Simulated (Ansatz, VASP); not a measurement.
# One calculation of ZnMo3, two programs

```
Mo Zn
1.0
     3.91669    0.00000    0.00000
     0.00000    3.91669    0.00000
     0.00000    0.00000    3.91669
Mo Zn
3 1
Direct
  0.50000 0.50000 0.00000
  0.50000 0.00000 0.50000
  0.00000 0.50000 0.50000
  0.00000 0.00000 0.00000
```

Alike in both runs: task single point; functional PBE; k mesh 7 × 7 × 7; occupations fermi-dirac, width 0.05 eV; no spin polarisation.

|  | VASP | Ansatz |
| --- | --- | --- |
| version | VASP 6.6.1 | Ansatz 0.2.0 |
| potentials or method | VASP PAW PBE potentials, release 64 (Mo_sv, Zn) | Ansatz PAW |
| plane-wave cutoff (eV) | 520 | 420 |
| valence electrons in the cell | 54 | 54 |

Ansatz gave:

```
gap on the k mesh at the Fermi level (eV) : none
pressure (GPa)                            : 3.1
```

Question: Estimate VASP's values.

Answer: gap on the k mesh at the Fermi level (eV): none; pressure (GPa): 3.7.

A gap of «none» marks a metal or a gap that the smearing closes. With one functional, cell and mesh, what is left measures potentials, basis and numerics.
